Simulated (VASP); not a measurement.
The system is Mn3Si.

```
Mn Si
1.0
     2.79120    0.00000    0.00000
     0.00000    2.79120    0.00000
     0.00000    0.00000    5.68433
Mn Si
3 1
Direct
  0.00000 0.00000 0.74655
  0.00000 0.00000 0.25345
  0.50000 0.50000 0.00000
  0.50000 0.50000 0.50000
```

Base run:

- Program: VASP 6.6.1
- Functional: PBEsol
- Potentials or basis: VASP PAW PBE potentials, release 64 (Mn_pv, Si)
- Cutoff: 520 eV
- k mesh: 10 × 10 × 5
- Occupations: fermi-dirac, width 0.1 eV
- Spin: collinear spin, ferromagnetic start
- Starting moments: [2.8, 2.8, 2.8, 0.0] μB

Its results: pressure -10.2 GPa; net moment 1.10 μB per cell; site moments Mn -0.34, +1.73 (each value once); Si +0.03 μB.

Problem. The run is repeated on the same cell with these changes: functional from PBEsol to BLYP. What comes out?

Solution. Pressure 7.5 GPa; net moment 1.15 μB per cell; site moments Mn -0.31, +1.72 (each value once); Si +0.03 μB.

BLYP binds less tightly than PBEsol, so the same cell stands under more pressure.

Caveats: the PAW data sets were made with another functional, which shifts forces and pressure a little; the cell stands under tension (at least some runs); the cell stands under pressure (at least some runs).
